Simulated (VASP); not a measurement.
CdHgS2:

```xyz
4
Lattice="4.1109 0.0000 0.0000 0.0000 4.1109 0.0000 0.0000 0.0000 5.8138" Properties=species:S:1:pos:R:3 pbc="T T T"
Cd    0.0000    0.0000    0.0000
Hg    2.0555    2.0555    2.9069
S     2.0555    0.0000    1.4534
S     0.0000    2.0555    4.3603
```

| Item | Value |
| --- | --- |
| Program | VASP 6.6.1 |
| Task | relaxation of cell and atoms |
| Functional | PBE |
| Potentials or basis | VASP PAW PBE potentials, release 64 (Cd, Hg, S) |
| Cutoff | 600 eV |
| k mesh | 4 × 4 × 4 |
| Occupations | gaussian, width 0.1 eV |
| Spin | no spin polarisation |

At the start: pressure 5.0 GPa; volume 24.56 Å³/atom.

Where does the relaxation end?

Over 6 steps the energy falls by 30.7 meV/atom and the volume is 26.63 Å³/atom (+8.4 %); space group P-4m2 (No. 115, to 0.05 Å).

The path:
```tsv
step	energy change (eV)	largest force (eV/Å)	pressure (GPa)	volume (Å³)
1	0.0000	0.2276	5.02	98.25
2	-0.1069	0.0889	-1.42	109.60
3	-0.1208	0.1173	-0.02	106.45
4	-0.1208	0.1157	-0.11	106.62
5	-0.1219	0.0710	-0.08	106.58
6	-0.1227	0.0054	-0.05	106.51
```

Final structure:
```
Cd Hg S
1.0
     4.23011    0.00000    0.00000
     0.00000    4.23011    0.00000
     0.00000    0.00000    5.95253
Cd Hg S
1 1 2
Direct
  0.00000 0.00000 0.00000
  0.50000 0.50000 0.50000
  0.50000 0.00000 0.24607
  0.00000 0.50000 0.75393
```
